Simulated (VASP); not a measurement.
**Cu: single point with PBE**

Crystal: Cu.

```
Cu
1.0
    -1.44690    1.44690    1.36316
     1.44690   -1.44690    1.36316
     1.44690    1.44690   -1.36316
Cu
1
Direct
  0.00000 0.00000 0.00000
```

```
Program             : VASP 6.6.1
Task                : single point
Functional          : PBE
Potentials or basis : VASP PAW PBE potentials, release 64 (Cu)
Cutoff              : 520 eV
k mesh              : 20 × 20 × 20
Occupations         : gaussian, width 0.1 eV
Spin                : no spin polarisation
```

| Quantity | Value |
| --- | --- |
| Pressure | 8.5 GPa |
| Band gap on the k mesh | zero (an odd number of electrons rules out a gap without spin polarisation) |

Levels at points of the mesh, in eV from the Fermi level:
```csv
k point,band 3,band 4,band 5,band 6,band 7,band 8,band 9,band 10
"(0.00, 0.00, 0.00)",-3.13,-3.13,-2.31,-2.05,24.74,24.74,26.37,28.88
"(0.50, 0.00, 0.00)",-2.19,-1.93,-1.39,-0.51,4.77,17.28,17.42,21.32
"(0.50, 0.50, 0.00)",-2.39,-2.11,-1.42,-0.98,4.10,18.86,19.23,22.80
"(0.50, 0.50, 0.50)",-1.59,-1.59,-1.52,7.60,7.60,9.94,13.25,13.97
```

It took 110 s on 1 thread of Intel Xeon 8259CL (shared host), peak memory 0.2 GiB.

Caveat: the cell stands under pressure.
